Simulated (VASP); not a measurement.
# Li4NO (P4/mmm) in VASP: further runs

Runs on Li4NO. Level: PBE. Tasks: single point.

All numbers are computed with VASP 6.6.1; they aren't measurements. Logs are shortened: lines on timing, memory, paths and dates and some standing lists are left out, and cuts for length are marked.

## 1. The cell of the first run

The structure is tetragonal, space group P4/mmm (No. 123). Conventional cell: a = 3.356 Å, b = 3.356 Å, c = 5.001 Å, α = 90.00°, β = 90.00°, γ = 90.00°. Li (site symmetry 2mm) has 2 O at 2.05 Å and 2 N at 2.13 Å and 6 Li at 2.36 to 2.64 Å within 2.7 Å. N (site symmetry 4/mmm) has 8 Li at 2.13 Å within 2.8 Å. O (site symmetry 4/mmm) has 8 Li at 2.05 Å within 2.7 Å.

## 2. Single point, PBE

File INCAR:

```
PREC     = Accurate       # precision mode
ENCUT    = 520            # plane-wave cutoff, eV
EDIFF    = 1E-6           # SCF threshold, eV
ISMEAR   = 0              # smearing method
SIGMA    = 0.15           # smearing width, eV
LREAL    = F              # projectors in reciprocal space
LASPH    = T              # aspherical terms in the spheres
NELM     = 60             # most SCF steps
ALGO     = Normal         # electronic algorithm
ISIF     = 2              # what is computed and relaxed
LWAVE    = F              # write WAVECAR
LCHARG   = F              # write CHGCAR
GGA      = PE             # functional
NBANDS   = 20             # bands
```

File KPOINTS:

```
Automatic mesh
0
Gamma
  7 7 5
```

File POSCAR:

```
Li4NO
1.0
    3.3564613415      0.0000000000      0.0000000000
    0.0000000000      3.3564613415      0.0000000000
    0.0000000000      0.0000000000      5.0014796338
Li N O
4 1 1
Direct
    0.0000000000      0.5000000000      0.2638480000
    0.5000000000      0.0000000000      0.7361520000
    0.0000000000      0.5000000000      0.7361520000
    0.5000000000      0.0000000000      0.2638480000
    0.0000000000      0.0000000000      0.0000000000
    0.5000000000      0.5000000000      0.5000000000
```

Potentials or basis: VASP PAW PBE potentials, release 64 (Li_sv, N, O).

The run is started by

```bash
$ cat potpaw_PBE.64/Li_sv/POTCAR potpaw_PBE.64/N/POTCAR potpaw_PBE.64/O/POTCAR > POTCAR
$ mpirun -np 1 vasp_std > vasp.out
```

OUTCAR:

```text
PREC = Accurate
   ENCUT = 520
   EDIFF = 1E-6
   ISMEAR = 0
   LREAL = F
   LASPH = T
   NELM = 60
   ISIF = 2
   GGA = PE

 ion  position               nearest neighbor table
   1  0.000  0.500  0.264-   6 2.05   6 2.05   5 2.13   5 2.13   3 2.36   4 2.37   4 2.37   4 2.37
                             4 2.37
   2  0.500  0.000  0.736-   6 2.05   6 2.05   5 2.13   5 2.13   4 2.36   3 2.37   3 2.37   3 2.37
                             3 2.37
   3  0.000  0.500  0.736-   6 2.05   6 2.05   5 2.13   5 2.13   1 2.36   2 2.37   2 2.37   2 2.37
                             2 2.37
   4  0.500  0.000  0.264-   6 2.05   6 2.05   5 2.13   5 2.13   2 2.36   1 2.37   1 2.37   1 2.37
                             1 2.37
   5  0.000  0.000  0.000-   1 2.13   2 2.13   3 2.13   4 2.13   1 2.13   3 2.13   2 2.13   4 2.13

   6  0.500  0.500  0.500-   1 2.05   2 2.05   3 2.05   4 2.05   2 2.05   4 2.05   1 2.05   3 2.05

  LATTYP: Found a simple tetragonal cell.
 ALAT       =     3.3564613415
 C/A-ratio  =     1.4901049424

  Lattice vectors:

 A1 = (   3.3564613415,   0.0000000000,   0.0000000000)
 A2 = (   0.0000000000,   3.3564613415,   0.0000000000)
 A3 = (   0.0000000000,   0.0000000000,   5.0014796338)

Analysis of symmetry for initial positions (statically):
=====================================================================
 Subroutine PRICEL returns:
 Original cell was already a primitive cell.

 Routine SETGRP: Setting up the symmetry group for a
 simple tetragonal supercell.

 Subroutine GETGRP returns: Found 16 space group operations
 (whereof 16 operations were pure point group operations)
 out of a pool of 16 trial point group operations.

The static configuration has the point symmetry D_4h.

Analysis of symmetry for dynamics (positions and initial velocities):
=====================================================================
 Subroutine PRICEL returns:
 Original cell was already a primitive cell.

 Routine SETGRP: Setting up the symmetry group for a
 simple tetragonal supercell.

 Subroutine GETGRP returns: Found 16 space group operations
 (whereof 16 operations were pure point group operations)
 out of a pool of 16 trial point group operations.

The dynamic configuration has the point symmetry D_4h.

 Subroutine INISYM returns: Found 16 space group operations
 (whereof 16 operations are pure point group operations),
 and found     1 'primitive' translations

----------------------------------------------------------------------------------------

                                     Primitive cell

  volume of cell :      56.3458

  direct lattice vectors                    reciprocal lattice vectors
     3.356461342  0.000000000  0.000000000     0.297932822  0.000000000  0.000000000
     0.000000000  3.356461342  0.000000000     0.000000000  0.297932822  0.000000000
     0.000000000  0.000000000  5.001479634     0.000000000  0.000000000  0.199940832

  length of vectors
     3.356461342  3.356461342  5.001479634     0.297932822  0.297932822  0.199940832

  position of ions in fractional coordinates (direct lattice)
     0.000000000  0.500000000  0.263848000
     0.500000000  0.000000000  0.736152000
     0.000000000  0.500000000  0.736152000
     0.500000000  0.000000000  0.263848000
     0.000000000  0.000000000  0.000000000
     0.500000000  0.500000000  0.500000000

  ion indices of the primitive-cell ions
   primitive index   ion index
                 1           1
                 2           2
                 3           3
                 4           4
                 5           5
                 6           6

----------------------------------------------------------------------------------------

 KPOINTS: Automatic mesh

Automatic generation of k-mesh.
 Grid dimensions read from file:
 generate k-points for:    7    7    5

 Generating k-lattice:

  Cartesian coordinates                     Fractional coordinates (reciprocal lattice)
     0.042561832  0.000000000  0.000000000     0.142857143  0.000000000  0.000000000
     0.000000000  0.042561832  0.000000000     0.000000000  0.142857143  0.000000000
     0.000000000  0.000000000  0.039988166     0.000000000  0.000000000  0.200000000

  Length of vectors
     0.042561832  0.042561832  0.039988166

  Shift w.r.t. Gamma in fractional coordinates (k-lattice)
     0.000000000  0.000000000  0.000000000

 Subroutine IBZKPT returns following result:
 ===========================================

 Found     30 irreducible k-points:

 Following reciprocal coordinates:
            Coordinates               Weight
  0.000000  0.000000  0.000000      1.000000
  0.142857  0.000000  0.000000      4.000000
  0.285714  0.000000  0.000000      4.000000
  0.428571  0.000000  0.000000      4.000000
  0.142857  0.142857  0.000000      4.000000
  0.285714  0.142857  0.000000      8.000000
[... 16 lines left out ...]
  0.285714  0.000000  0.400000      8.000000
  0.428571  0.000000  0.400000      8.000000
 [... further k-points ...]
   k-points           NKPTS =     30   k-points in BZ     NKDIM =     30   number of bands    NBANDS=     20
   number of dos      NEDOS =    301   number of ions     NIONS =      6
   total plane-waves  NPLWV =  31360
   dimension x,y,z NGX =    28 NGY =   28 NGZ =   40
   dimension x,y,z NGXF=    56 NGYF=   56 NGZF=   80
   ions per type =               4   1   1
   NGX,Y,Z   is equivalent  to a cutoff of  13.87, 13.87, 13.30 a.u.
   NGXF,Y,Z  is equivalent  to a cutoff of  27.74, 27.74, 26.59 a.u.
 SYSTEM =  unknown system
   PREC   = accura    normal or accurate (medium, high low for compatibility)
   ISTART =      0    job   : 0-new  1-cont  2-samecut
   ICHARG =      2    charge: 1-file 2-atom 10-const
   ISPIN  =      1    spin polarized calculation?
   LNONCOLLINEAR =      F non collinear calculations
   LSORBIT =      F    spin-orbit coupling
   LASPH  =      T    aspherical Exc in radial PAW
   ENCUT  =  520.0 eV  38.22 Ry    6.18 a.u.   6.24  6.24  9.30*2*pi/ulx,y,z
   NELM   =     60;   NELMIN=  2; NELMDL= -5     # of ELM steps
   EDIFF  = 0.1E-05   stopping-criterion for ELM
   LREAL  =      F    real-space projection
   EDIFFG = 0.1E-04   stopping-criterion for IOM
   NSW    =      0    number of steps for IOM
   IBRION =     -1    ionic relax: 0-MD 1-quasi-New 2-CG
   NFREE  =      0    steps in history (QN), initial steepest desc. (CG)
   ISIF   =      2    stress and relaxation
   ISYM   =      2    0-nonsym 1-usesym 2-fastsym
   POTIM  = 0.5000    time-step for ionic-motion
   TEBEG  =    0.0;   TEEND  =   0.0 temperature during run
   PSTRESS=    0.0 pullay stress
   NELECT =      23.0000    total number of electrons
   NUPDOWN=      -1.0000    fix difference up-down
   EMIN   =  10.00;   EMAX   =-10.00  energy-range for DOS
   EFERMI =   0.00;   METHOD = LEGACY
   ISMEAR =     0;   SIGMA  =   0.15  broadening in eV -4-tet -1-fermi 0-gaus
   EFERMI_NEDOS =   21; number of points for ismear=-14 and -15
   IALGO  =     38    algorithm
   IMIX   =      4    mixing-type and parameters
     AMIX     =   0.40;   BMIX     =  1.00
     AMIX_MAG =   1.60;   BMIX_MAG =  1.00
  volume/ion in A,a.u.               =       9.39        63.37
  Fermi-wavevector in a.u.,A,eV,Ry     =   1.214405  2.294892 20.065590  1.474779
  Thomas-Fermi vector in A             =   2.349826
   LORBIT       =      0    0 simple, 1 ext, 2 COOP (PROOUT), +10 PAW based schemes
   GGA     = PE    functional components
   LHFCALC =     F    Hartree Fock is set to
   AEXX    =    0.0000 exact exchange contribution
   IVDW    =     0    specifies the selected vdW correction
   LEPSILON=     F    determine dielectric tensor
   LRPA    =     F    only Hartree local field effects (RPA)
 non-spin polarized calculation
 Gauss-broadening in eV      SIGMA  =   0.15
  energy-cutoff  :      520.00
  volume of cell :       56.35
 maximum number of plane-waves:      1540
 NGX is ok and might be reduce to    28
   NGX = 13   NGY = 13   NGZ = 19

 number of electron      22.9999991 magnetization

 Free energy of the ion-electron system (eV)
  ---------------------------------------------------
  ext. energy  EPLUGINS =         0.00000000
  ---------------------------------------------------
  free energy    TOTEN  =       -26.48428800 eV

  energy without entropy =      -26.44144131  energy(sigma->0) =      -26.46286465

 E-fermi :   1.3598     XC(G=0):  -9.3431

 val. band max:        1.3490090779   @ k =   0.1429   0.1429   0.0000
 cond. band min:       1.3852750198   @ k =   0.4286   0.1429   0.0000
 fundamental gap:      0.0362659418
 Fermi energy:         1.3597565930

 k-point     1 :       0.0000    0.0000    0.0000
  band No.  band energies     occupation
      1     -42.3716      2.00000
      2     -42.3007      2.00000
      3     -42.1940      2.00000
      4     -42.1422      2.00000
      5     -14.6004      2.00000
      6     -10.3002      2.00000
[... 12 lines left out ...]
     19      13.6386      0.00000
     20      14.0099      0.00000

 k-point     2 :       0.1429    0.0000    0.0000
  band No.  band energies     occupation
      1     -42.3622      2.00000
      2     -42.2924      2.00000
      3     -42.2022      2.00000
      4     -42.1496      2.00000
      5     -14.5857      2.00000
      6     -10.2556      2.00000
[... 12 lines left out ...]
     19      13.5460      0.00000
     20      13.9260      0.00000

 k-point     3 :       0.2857    0.0000    0.0000
  band No.  band energies     occupation
      1     -42.3363      2.00000
      2     -42.2694      2.00000
      3     -42.2254      2.00000
      4     -42.1707      2.00000
      5     -14.5526      2.00000
      6     -10.1523      2.00000
[... 12 lines left out ...]
     19      13.3669      0.00000
     20      13.6318      0.00000

 k-point     4 :       0.4286    0.0000    0.0000
  band No.  band energies     occupation
      1     -42.2997      2.00000
      2     -42.2601      2.00000
      3     -42.2370      2.00000
      4     -42.2017      2.00000
      5     -14.5256      2.00000
      6     -10.0660      2.00000
[... 12 lines left out ...]
     19      13.3489      0.00000
     20      13.9464      0.00000

 k-point     5 :       0.1429    0.1429    0.0000
  band No.  band energies     occupation
      1     -42.3536      2.00000
      2     -42.2849      2.00000
      3     -42.2095      2.00000
      4     -42.1563      2.00000
      5     -14.5720      2.00000
      6     -10.2127      2.00000
[... 12 lines left out ...]
     19      13.8193      0.00000
     20      13.8521      0.00000
[... 353 lines left out ...]
      6     -10.3097      2.00000
[... 12 lines left out ...]
     19      13.0648      0.00000
     20      13.0978      0.00000

 k-point    22 :       0.1429    0.0000    0.4000
  band No.  band energies     occupation
      1     -42.3458      2.00000
      2     -42.3089      2.00000
      3     -42.1905      2.00000
      4     -42.1614      2.00000
      5     -14.5825      2.00000
      6     -10.2618      2.00000
[... 12 lines left out ...]
     19      13.0035      0.00000
     20      13.4433      0.00000

 k-point    23 :       0.2857    0.0000    0.4000
  band No.  band energies     occupation
      1     -42.3207      2.00000
      2     -42.2851      2.00000
      3     -42.2132      2.00000
      4     -42.1830      2.00000
      5     -14.5494      2.00000
      6     -10.1495      2.00000
[... 12 lines left out ...]
     19      12.8222      0.00000
     20      12.9086      0.00000

 k-point    24 :       0.4286    0.0000    0.4000
  band No.  band energies     occupation
      1     -42.2851      2.00000
      2     -42.2515      2.00000
      3     -42.2467      2.00000
      4     -42.2150      2.00000
      5     -14.5225      2.00000
      6     -10.0541      2.00000
[... 12 lines left out ...]
     19      12.1102      0.00000
     20      12.6214      0.00000

 [... further k-points ...]
[... 5 lines left out ...]
  --------------------------------------------------------------------------------------
  -------------------------------------------------------------------------------------
  Total       -1.5092054     -1.5092054     -1.2711281      0.0000000      0.0000000      0.0000000
  in kB      -42.9138146    -42.9138146    -36.1441558      0.0000000      0.0000000      0.0000000
  external PRESSURE =     -40.6572617 kB  Pullay stress =       0.0000000 kB

 VOLUME and BASIS-vectors are now :
 -----------------------------------------------------------------------------
  energy-cutoff  :      520.00
  volume of cell :       56.35
      direct lattice vectors                 reciprocal lattice vectors
     3.356461342  0.000000000  0.000000000     0.297932822  0.000000000  0.000000000
     0.000000000  3.356461342  0.000000000     0.000000000  0.297932822  0.000000000
     0.000000000  0.000000000  5.001479634     0.000000000  0.000000000  0.199940832

 POSITION                                       TOTAL-FORCE (eV/Angst)
 -----------------------------------------------------------------------------------
      0.00000      1.67823      1.31963         0.000000      0.000000     -0.034060
      1.67823      0.00000      3.68185         0.000000     -0.000000      0.034060
      0.00000      1.67823      3.68185         0.000000      0.000000      0.034060
      1.67823      0.00000      1.31963         0.000000      0.000000     -0.034060
      0.00000      0.00000      0.00000         0.000000      0.000000      0.000000
      1.67823      1.67823      2.50074         0.000000      0.000000      0.000000
 -----------------------------------------------------------------------------------
    total drift:                                0.000000      0.000000      0.000000

  FREE ENERGIE OF THE ION-ELECTRON SYSTEM (eV)
  ---------------------------------------------------
  free  energy   TOTEN  =       -26.4842879978 eV

  energy  without entropy=      -26.4414413073  energy(sigma->0) =      -26.46286465
```

Wall time 39 s (1 thread of AMD EPYC 7R43 (Zen 3), shared host); peak memory 0.15 GiB.

Results:

```yaml
Free_energy: -26.4843 eV
Largest_force: 0.034 eV/Å
```

Forces in eV/Å, atoms in the order of the input:
```
Li   0.000  0.000 -0.034
Li   0.000  0.000  0.034
Li   0.000  0.000  0.034
Li   0.000  0.000 -0.034
N    0.000  0.000  0.000
O    0.000  0.000  0.000
```

Levels at points of the mesh, in eV from the Fermi level:
```csv
k point,band 9,band 10,band 11,band 12,band 13,band 14
"(0.00, 0.00, 0.00)",-1.62,0.06,0.32,0.32,3.94,5.01
```

Caveat: the cutoff is under 1.25 times the usual one of these potentials, so pressure, stress and relaxed cells hold a basis-set (Pulay) error; an odd number of electrons without spin polarisation forces a metal; a magnetic or distorted state may lie lower.

## 3. Single point, PBE

This run uses another cell than the first one, of 9.66 Å³/atom, 1.029 times its volume.

File INCAR:

```
SYSTEM = Li4NO
PREC = Accurate ; ENCUT = 520
EDIFF = 1E-6 ; ISMEAR = 0
SIGMA = 0.15 ; LREAL = .FALSE.
LASPH = .TRUE. ; NELM = 100
ALGO = Normal ; ISIF = 2
LWAVE = .FALSE. ; LCHARG = .FALSE.
GGA = PE ; NBANDS = 20
```

File KPOINTS:

```
Automatic mesh
0
G
  7 7 5
  0 0 0
```

Edit POSCAR of step 2 so:

```diff
@@ -2,5 +2,5 @@
 1.0
-    3.3564613415      0.0000000000      0.0000000000
-    0.0000000000      3.3564613415      0.0000000000
-    0.0000000000      0.0000000000      5.0014796338
+    3.3884295640      0.0000000000      0.0000000000
+    0.0000000000      3.3884295640      0.0000000000
+    0.0000000000      0.0000000000      5.0491156402
 Li N O
```

Potentials or basis: VASP PAW PBE potentials, release 64 (Li_sv, N, O).

The run is started by

```bash
$ cat potpaw_PBE.64/Li_sv/POTCAR potpaw_PBE.64/N/POTCAR potpaw_PBE.64/O/POTCAR > POTCAR
$ mpirun -np 1 vasp_std > vasp.out
```

Wall time 37 s (1 thread of AMD EPYC 7R43 (Zen 3), shared host); peak memory 0.15 GiB.

The run converged. Its results:

```
Free energy   : -26.4378 eV
Largest force : 0.034 eV/Å
```

Forces in eV/Å, atoms in the order of the input:
```
Li   0.000  0.000 -0.034
Li   0.000  0.000  0.034
Li   0.000  0.000  0.034
Li   0.000  0.000 -0.034
N    0.000  0.000  0.000
O    0.000  0.000  0.000
```

Levels at points of the mesh, in eV from the Fermi level:
```tsv
k point	band 8	band 9	band 10	band 11	band 12	band 13	band 14	band 15
(0.00, 0.00, 0.00)	-1.58	-1.58	0.05	0.31	0.31	3.83	4.86	10.17
```

Caveat: the cutoff is under 1.25 times the usual one of these potentials, so pressure, stress and relaxed cells hold a basis-set (Pulay) error; an odd number of electrons without spin polarisation forces a metal; a magnetic or distorted state may lie lower.
